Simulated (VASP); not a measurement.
Wanted: the native input for a VASP 6.6.1 run.

```
Task                   : single point
Functional             : PBE
Potentials or basis    : VASP PAW PBE potentials, release 64 (Al, N)
Cutoff                 : 600 eV
k mesh                 : 8 × 8 × 8
Occupations            : fermi-dirac, width 0.01 eV
Spin                   : no spin polarisation
Dipole correction      : no
Further INCAR settings : ALGO = Normal; EDIFF = 1e-06; NBANDS = 11
```

The structure of AlN lies in POSCAR:

```
AlN
1.0
    0.0000000000      2.0448041773      2.0448041773
    2.0448041773      0.0000000000      2.0448041773
    2.0448041773      2.0448041773      0.0000000000
Al N
1 1
Direct
    0.0000000000      0.0000000000      0.0000000000
    0.5000000000      0.5000000000      0.5000000000
```

The input as run:

INCAR

```
SYSTEM = AlN
  PREC = Accurate
  ENCUT = 600
  EDIFF = 1E-6
  ISMEAR = -1
  SIGMA = 0.01
  LREAL = .FALSE.
  LASPH = .TRUE.
  NELM = 120
  ALGO = Normal
  ISIF = 2
  LWAVE = .FALSE.
  LCHARG = .FALSE.
  GGA = PE
  NBANDS = 11
  GGA_COMPAT = .FALSE.
```

KPOINTS

```
Automatic mesh
0
G
  8 8 8
  0 0 0
```

Potentials or basis: VASP PAW PBE potentials, release 64 (Al, N).

Launch:

```console
$ cat potpaw_PBE.64/Al/POTCAR potpaw_PBE.64/N/POTCAR > POTCAR
$ mpirun -np 1 vasp_std > vasp.out
```

It gave:

- Pressure: -3.8 GPa
- Band gap on the k mesh: 4.28 eV, indirect (least direct gap 5.19 eV)

It took 6.6 s on 1 thread of AMD EPYC 7R13 Processor (Zen 3), with other jobs on the host, peak memory 0.1 GiB.
